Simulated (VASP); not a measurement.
# AlN (Cmc2_1) in VASP: single point with r2SCAN

Aim: the single point of AlN with r2SCAN.

Everything below comes from runs of VASP 6.6.1. Logs are shortened: lines on timing, memory, paths and dates and some standing lists are left out, and cuts for length are marked.

## (1) The cell of the first run

The structure is orthorhombic, space group Cmc2_1 (No. 36). Conventional cell: a = 3.107 Å, b = 21.524 Å, c = 4.978 Å, α = 90.00°, β = 90.00°, γ = 90.00°. Within 2.5 Å of Al (site symmetry m) lie 4 N at 1.89 to 1.90 Å. Within 2.5 Å of Al (site symmetry m) lie 5 N at 1.89 to 2.44 Å. Within 2.5 Å of Al (site symmetry m) lie 4 N at 1.89 to 1.90 Å. Within 2.5 Å of Al (site symmetry m) lie 4 N at 1.89 to 1.90 Å. Within 2.5 Å of N (site symmetry m) lie 4 Al at 1.89 to 1.90 Å. Within 2.5 Å of N (site symmetry m) lie 5 Al at 1.89 to 2.44 Å. N (site symmetry m) has 4 Al at 1.89 to 1.90 Å within 2.5 Å. Within 2.5 Å of N (site symmetry m) lie 4 Al at 1.89 to 1.90 Å.

## (2) Single point, r2SCAN

Contents of POSCAR:

```
AlN
1.0
    1.5533326688     -2.6904511034      0.0000000000
    0.0000000000      0.0000000000     -4.9784048385
   10.0966623470      4.0356766550      0.0000000000
Al N
8 8
Direct
    0.0833333334      0.9983070977      0.8333333333
   -0.0416666666      0.9983070977      0.0833333333
    0.3333333334      0.9983070977      0.3333333333
   -0.2916666666      0.9983070977      0.5833333333
   -0.4583333333      0.4983070977      0.9166666667
    0.4166666667      0.4983070977      0.1666666667
   -0.2083333333      0.4983070977      0.4166666667
    0.1666666667      0.4983070977      0.6666666667
    0.0833333334      0.6166929023      0.8333333333
   -0.0416666666      0.6166929023      0.0833333333
    0.3333333334      0.6166929023      0.3333333333
   -0.2916666666      0.6166929023      0.5833333333
   -0.4583333333      0.1166929023      0.9166666667
    0.4166666667      0.1166929023      0.1666666667
   -0.2083333333      0.1166929023      0.4166666667
    0.1666666667      0.1166929023      0.6666666667
```

Contents of INCAR.step1:

```
PREC     = Accurate       # precision mode
ENCUT    = 520            # plane-wave cutoff, eV
ISMEAR   = 0              # smearing method
SIGMA    = 0.05           # smearing width, eV
LREAL    = Auto         
LASPH    = T              # aspherical terms in the spheres
NELM     = 80             # most SCF steps
ISYM     = 0            
NBANDS   = 46             # bands
GGA      = PE             # functional
ALGO     = Normal         # electronic algorithm
EDIFF    = 1E-4           # SCF threshold, eV
LWAVE    = T              # write WAVECAR
LCHARG   = F              # write CHGCAR
```

Contents of INCAR.step2:

```
PREC     = Accurate       # precision mode
ENCUT    = 520            # plane-wave cutoff, eV
EDIFF    = 1E-6           # SCF threshold, eV
ISMEAR   = 0              # smearing method
SIGMA    = 0.05           # smearing width, eV
LREAL    = Auto         
LASPH    = T              # aspherical terms in the spheres
NELM     = 80             # most SCF steps
ALGO     = Normal         # electronic algorithm
ISIF     = 2              # what is computed and relaxed
LWAVE    = F              # write WAVECAR
LCHARG   = T              # write CHGCAR
METAGGA  = R2SCAN         # meta-GGA
LMIXTAU  = T            
LELF     = T              # ELF
LVHAR    = T            
ISYM     = 0            
NBANDS   = 46             # bands
ISTART   = 1
```

Contents of KPOINTS:

```
Automatic mesh
0
Gamma
  7 5 2
```

Potentials or basis: VASP PAW PBE potentials, release 64 (Al, N).

Launch:

```console
$ cat potpaw_PBE.64/Al/POTCAR potpaw_PBE.64/N/POTCAR > POTCAR
$ cp INCAR.step1 INCAR
$ mpirun -np 1 vasp_std > vasp.out
$ cp INCAR.step2 INCAR
$ mpirun -np 1 vasp_std > vasp.out
```

OUTCAR:

```text
PREC = Accurate
   ENCUT = 520
   EDIFF = 1E-6
   ISMEAR = 0
   LREAL = Auto
   LASPH = T
   NELM = 80
   ISIF = 2
   METAGGA = R2SCAN
   ISYM = 0
   ISTART = 1

 ion  position               nearest neighbor table
   1  0.083  0.998  0.833-  16 1.89  13 1.89  13 1.89   9 1.90   2 2.69   8 3.07   8 3.07   5 3.07
                             5 3.07   5 3.07   5 3.07   4 3.11   4 3.11
   2  0.958  0.998  0.083-  14 1.89  14 1.89  10 1.90  13 2.44  13 2.44   1 2.69   6 3.07   6 3.07
                             6 3.07   6 3.07   3 3.11   3 3.11
   3  0.333  0.998  0.333-  14 1.89  15 1.89  15 1.89  11 1.90   6 3.07   6 3.07   7 3.07   7 3.07
                             7 3.07   7 3.07   4 3.11   2 3.11   4 3.11   2 3.11
   4  0.708  0.998  0.583-  15 1.89  16 1.89  16 1.89  12 1.90   7 3.07   7 3.07   8 3.07   8 3.07
                             8 3.07   8 3.07   1 3.11   3 3.11   3 3.11   1 3.11
   5  0.542  0.498  0.917-   9 1.89   9 1.89  13 1.90  10 2.44  10 2.44   6 2.69   1 3.07   1 3.07
                             1 3.07   1 3.07   8 3.11   8 3.11
   6  0.417  0.498  0.167-  11 1.89  10 1.89  10 1.89  14 1.90   5 2.69   3 3.07   3 3.07   2 3.07
                             2 3.07   2 3.07   2 3.07   7 3.11   7 3.11
   7  0.792  0.498  0.417-  12 1.89  11 1.89  11 1.89  15 1.90   4 3.07   4 3.07   3 3.07   3 3.07
                             3 3.07   3 3.07   6 3.11   8 3.11   6 3.11   8 3.11
   8  0.167  0.498  0.667-   9 1.89  12 1.89  12 1.89  16 1.90   1 3.07   1 3.07   4 3.07   4 3.07
                             4 3.07   4 3.07   7 3.11   5 3.11   5 3.11   7 3.11
   9  0.083  0.617  0.833-   8 1.89   5 1.89   5 1.89   1 1.90
  10  0.958  0.617  0.083-   6 1.89   6 1.89   2 1.90   5 2.44   5 2.44
  11  0.333  0.617  0.333-   6 1.89   7 1.89   7 1.89   3 1.90
  12  0.708  0.617  0.583-   7 1.89   8 1.89   8 1.89   4 1.90
  13  0.542  0.117  0.917-   1 1.89   1 1.89   5 1.90   2 2.44   2 2.44
  14  0.417  0.117  0.167-   3 1.89   2 1.89   2 1.89   6 1.90
  15  0.792  0.117  0.417-   4 1.89   3 1.89   3 1.89   7 1.90
  16  0.167  0.117  0.667-   1 1.89   4 1.89   4 1.89   8 1.90

IMPORTANT INFORMATION: All symmetrisations will be switched off!
NOSYMM: (Re-)initialisation of all symmetry stuff for point group C_1.

----------------------------------------------------------------------------------------

                                     Primitive cell

  volume of cell :     166.4446

  direct lattice vectors                    reciprocal lattice vectors
     1.553332669 -2.690451103  0.000000000     0.120708206 -0.301993966  0.000000000
     0.000000000  0.000000000 -4.978404839     0.000000000  0.000000000 -0.200867553
    10.096662347  4.035676655  0.000000000     0.080472137  0.046460610  0.000000000

  length of vectors
     3.106665338  4.978404839 10.873328681     0.325224271  0.200867553  0.092921220

  position of ions in fractional coordinates (direct lattice)
     0.083333333  0.998307098  0.833333333
     0.958333333  0.998307098  0.083333333
     0.333333333  0.998307098  0.333333333
     0.708333333  0.998307098  0.583333333
[... 122 lines left out ...]
   EFERMI_NEDOS =   21; number of points for ismear=-14 and -15
   IALGO  =     38    algorithm
   IMIX   =      4    mixing-type and parameters
     AMIX     =   0.40;   BMIX     =  1.00
     AMIX_MAG =   1.60;   BMIX_MAG =  1.00
  volume/ion in A,a.u.               =      10.40        70.20
  Fermi-wavevector in a.u.,A,eV,Ry     =   1.190451  2.249626 19.281821  1.417174
  Thomas-Fermi vector in A             =   2.326535
   LORBIT       =      0    0 simple, 1 ext, 2 COOP (PROOUT), +10 PAW based schemes
   METAGGA = R2SCAN    functional components
   LHFCALC =     F    Hartree Fock is set to
   AEXX    =    0.0000 exact exchange contribution
   IVDW    =     0    specifies the selected vdW correction
   LEPSILON=     F    determine dielectric tensor
   LRPA    =     F    only Hartree local field effects (RPA)
 non-spin polarized calculation
 Gauss-broadening in eV      SIGMA  =   0.05
  energy-cutoff  :      520.00
  volume of cell :      166.44
 maximum number of plane-waves:      4506
   NGX = 11   NGY = 19   NGZ = 41

 number of electron      64.0000006 magnetization

 Free energy of the ion-electron system (eV)
  ---------------------------------------------------
  ext. energy  EPLUGINS =         0.00000000
  ---------------------------------------------------
  free energy    TOTEN  =      -150.92461483 eV

  energy without entropy =     -150.92461483  energy(sigma->0) =     -150.92461483

 E-fermi :   6.4481     XC(G=0): -11.4606

 val. band max:        6.2414170508   @ k =   0.0000   0.0000   0.0000
 cond. band min:      10.2964143565   @ k =   0.0000   0.0000   0.0000
 fundamental gap:      4.0549973057
 Fermi energy:         6.4480654270

 k-point     1 :       0.0000    0.0000    0.0000
  band No.  band energies     occupation
      1      -9.9910      2.00000
      2      -9.2115      2.00000
      3      -9.2113      2.00000
      4      -7.9975      2.00000
      5      -7.8825      2.00000
      6      -7.4756      2.00000
[... 1117 lines left out ...]
     43      15.5630      0.00000
     44      15.7090      0.00000

 [... further k-points ...]

 [bands above 44 left out]

------------------------ aborting loop because EDIFF is reached ----------------------------------------

  FORCE on cell =-STRESS in cart. coord.  units (eV):
  Direction    XX          YY          ZZ          XY          YZ          ZX
  --------------------------------------------------------------------------------------
  -------------------------------------------------------------------------------------
  Total        2.5625194     -6.4781534     -3.4566128      7.8114471     -0.0000047      0.0000020
  in kB       24.6665247    -62.3579792    -33.2729677     75.1921156     -0.0000455      0.0000197
  external PRESSURE =     -23.6548074 kB  Pullay stress =       0.0000000 kB

 VOLUME and BASIS-vectors are now :
 -----------------------------------------------------------------------------
  energy-cutoff  :      520.00
  volume of cell :      166.44
      direct lattice vectors                 reciprocal lattice vectors
     1.553332669 -2.690451103  0.000000000     0.120708206 -0.301993966  0.000000000
     0.000000000  0.000000000 -4.978404839     0.000000000  0.000000000 -0.200867553
    10.096662347  4.035676655  0.000000000     0.080472137  0.046460610  0.000000000

 POSITION                                       TOTAL-FORCE (eV/Angst)
 -----------------------------------------------------------------------------------
      8.54333      3.13886     -4.96998        -0.983829     -0.567652      0.176899
      2.33000     -2.24204     -4.96998         0.044200      0.025953     -0.187099
      3.88333      0.44841     -4.96998         0.107170      0.062220     -0.022241
      6.99000      0.44841     -4.96998         0.000608      0.000679      0.006670
     10.09666      2.24204     -2.48077        -0.044194     -0.025962     -0.187099
      2.33000     -0.44841     -2.48077         0.983829      0.567653      0.176899
[... 8 lines left out ...]
      5.43666     -0.44841     -0.58094         0.012124      0.006953      0.004117
      6.99000      2.24204     -0.58094        -0.003816     -0.002128     -0.014223
 -----------------------------------------------------------------------------------
    total drift:                               -0.000002     -0.000001      0.010460

  FREE ENERGIE OF THE ION-ELECTRON SYSTEM (eV)
  ---------------------------------------------------
  free  energy   TOTEN  =      -150.9246148300 eV

  energy  without entropy=     -150.9246148300  energy(sigma->0) =     -150.92461483
```

OUTCAR.step1:

```text
PREC = Accurate
   ENCUT = 520
   ISMEAR = 0
   LREAL = Auto
   LASPH = T
[... 1371 lines left out ...]
     10.09666      2.24204     -2.48077         0.064015      0.036488     -0.205074
      2.33000     -0.44841     -2.48077         0.929179      0.536073      0.156836
[... 8 lines left out ...]
      5.43666     -0.44841     -0.58094         0.011272      0.006454      0.011493
      6.99000      2.24204     -0.58094        -0.010021     -0.005683     -0.005192
 -----------------------------------------------------------------------------------
    total drift:                               -0.000027      0.000003      0.021454

  FREE ENERGIE OF THE ION-ELECTRON SYSTEM (eV)
  ---------------------------------------------------
  free  energy   TOTEN  =      -116.4531484820 eV

  energy  without entropy=     -116.4531484820  energy(sigma->0) =     -116.45314848
```

OSZICAR.step1:

```text
N       E                     dE             d eps       ncg     rms          rms(c)
DAV:   1     0.254322590354E+03    0.25432E+03   -0.29726E+04  3312   0.126E+03
DAV:   2    -0.110475767532E+03   -0.36480E+03   -0.34544E+03  4222   0.254E+02
DAV:   3    -0.134997013944E+03   -0.24521E+02   -0.24345E+02  4120   0.696E+01
DAV:   4    -0.135291799834E+03   -0.29479E+00   -0.29420E+00  4016   0.846E+00
DAV:   5    -0.135296704480E+03   -0.49046E-02   -0.49026E-02  4032   0.107E+00    0.242E+01
DAV:   6    -0.116498784404E+03    0.18798E+02   -0.71018E+01  4002   0.329E+01    0.844E+00
DAV:   7    -0.116521408814E+03   -0.22624E-01   -0.25036E+00  3872   0.681E+00    0.577E+00
DAV:   8    -0.116458127289E+03    0.63282E-01   -0.23271E-01  4034   0.278E+00    0.976E-01
DAV:   9    -0.116451411236E+03    0.67161E-02   -0.50315E-02  4152   0.998E-01    0.430E-01
DAV:  10    -0.116452922683E+03   -0.15114E-02   -0.10265E-02  4000   0.458E-01    0.205E-01
DAV:  11    -0.116453028609E+03   -0.10593E-03   -0.13244E-03  4064   0.243E-01    0.750E-02
DAV:  12    -0.116453142321E+03   -0.11371E-03   -0.48782E-04  3778   0.115E-01    0.253E-02
DAV:  13    -0.116453148482E+03   -0.61607E-05   -0.38233E-05  2304   0.361E-02
   1 F= -.11645315E+03 E0= -.11645315E+03  d E =-.186533E-12
```

It took 15 min on 1 thread of Intel Xeon Platinum 8375C at 2.90GHz (Ice Lake), shared host; peak memory 0.36 GiB.

What came out:

| Quantity | Value |
| --- | --- |
| Free energy | -150.9246 eV |
| Pressure | -2.4 GPa |
| Largest force | 1.150 eV/Å |
| Band gap on the k mesh | 4.05 eV, direct |

Forces on the atoms (eV/Å):
```
Al  -0.984 -0.568  0.177
Al   0.044  0.026 -0.187
Al   0.107  0.062 -0.022
Al   0.001  0.001  0.007
Al  -0.044 -0.026 -0.187
Al   0.984  0.568  0.177
Al  -0.001 -0.001  0.007
Al  -0.107 -0.062 -0.022
N   -0.769 -0.444 -0.089
N   -0.435 -0.251  0.125
N    0.004  0.002 -0.014
N   -0.012 -0.007  0.004
N    0.435  0.251  0.125
N    0.769  0.444 -0.089
N    0.012  0.007  0.004
N   -0.004 -0.002 -0.014
```

Levels at points of the mesh, in eV from the valence-band top:
```tsv
k point	band 29	band 30	band 31	band 32	band 33	band 34	band 35	band 36
(0.00, 0.00, 0.00)	-0.58	-0.46	-0.26	0.00	4.06	4.83	6.13	6.15
(0.00, 0.00, 0.50)	-0.68	-0.46	-0.46	-0.23	4.47	4.87	5.55	6.49
```

Caveat: the PAW data sets were made with another functional, which shifts forces and pressure a little.
